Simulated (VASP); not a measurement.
## K2ICl: single point with PBE

Crystal: K2ICl.

```
Cl I K
1.0
     2.38899    1.37928    7.88167
    -2.38899    1.37928    7.88167
     0.00000   -2.75856    7.88167
Cl I K
1 1 2
Cartesian
  2.3890 1.3793 7.8817
  0.0000 0.0000 11.8225
  0.0000 0.0000 6.1327
  0.0000 0.0000 17.5123
```

* Program: VASP 6.6.1
* Task: single point
* Functional: PBE
* Potentials or basis: VASP PAW PBE potentials, release 64 (Cl, I, K_sv)
* Cutoff: 520 eV
* k mesh: 6 × 6 × 6
* Occupations: fermi-dirac, width 0.02 eV
* Spin: no spin polarisation
* Dipole correction: no
* Further INCAR settings: ALGO = Normal; EDIFF = 1e-06; NBANDS = 24

```
Pressure               : 0.0 GPa
Band gap on the k mesh : 3.74 eV, direct
```

Levels at points of the mesh, in eV from the valence-band top:
| k point | band 13 | band 14 | band 15 | band 16 | band 17 | band 18 | band 19 | band 20 |
| --- | --- | --- | --- | --- | --- | --- | --- | --- |
| (0.00, 0.00, 0.00) | -1.43 | -0.55 | 0.00 | 0.00 | 3.74 | 5.72 | 6.78 | 6.78 |
| (0.50, 0.00, 0.00) | -1.48 | -1.14 | -0.65 | -0.27 | 5.71 | 5.93 | 6.11 | 7.02 |
| (0.50, 0.50, 0.00) | -1.49 | -0.98 | -0.58 | -0.27 | 5.11 | 5.69 | 6.14 | 7.09 |
| (0.50, 0.50, 0.50) | -1.42 | -0.93 | -0.02 | -0.02 | 4.85 | 5.09 | 6.06 | 7.21 |

It took 8.5 min on 1 thread of Intel(R) Xeon(R) Platinum 8259CL CPU @ 2.50GHz (Skylake/Cascade Lake), with other jobs on the host, peak memory 0.59 GiB.

Caveat: spin-orbit coupling is left out, which moves the levels of the heavy elements. Expect the measured gap to be larger: semilocal functionals such as PBE lack the derivative discontinuity.
